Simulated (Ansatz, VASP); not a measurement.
# CuI in VASP and in Ansatz

```xyz
4
Lattice="3.7705 -3.7482 0.0000 3.7705 3.7482 0.0000 0.0000 0.0000 4.3070" Properties=species:S:1:pos:R:3 pbc="T T T"
Cu    3.7705    0.5964    3.2302
Cu    3.7705   -0.5964    1.0767
I     3.7705   -2.0243    3.2302
I     3.7705    2.0243    1.0767
```

Change from the starting cell: equal xx and yy strain of +1 %.

Alike in both runs: task single point; functional LDA; k mesh 5 × 5 × 6; occupations fermi-dirac, width 0.02 eV; no spin polarisation.

```csv
,VASP,Ansatz
version,VASP 6.6.1,Ansatz 0.2.0
potentials or method,"VASP PAW LDA potentials, release 64 (Cu, I), cutoff 520 eV","all-electron LAPW, scalar-relativistic"
```

|  | VASP | Ansatz | Ansatz less VASP |
| --- | --- | --- | --- |
| gap on the k mesh at the Fermi level (eV) | 0.86 | 0.82 | -0.038 |
| pressure (GPa) | -3.6 | -3.5 | +0.09 |
| traceless stress, the component that is largest in VASP (GPa) | 2.17 | 2.29 | +0.121 |
| rms of the force components (eV/Å) | 0.219 | 0.224 | +0.0052 |

LDA's correlation is that of Perdew and Zunger in VASP and of Perdew and Wang (1992) in Ansatz. Atom by atom the forces differ by 0.009 eV/Å (rms over components). Ansatz ran all-electron here, and VASP with PAW potentials.

Neither program's run includes spin-orbit coupling.
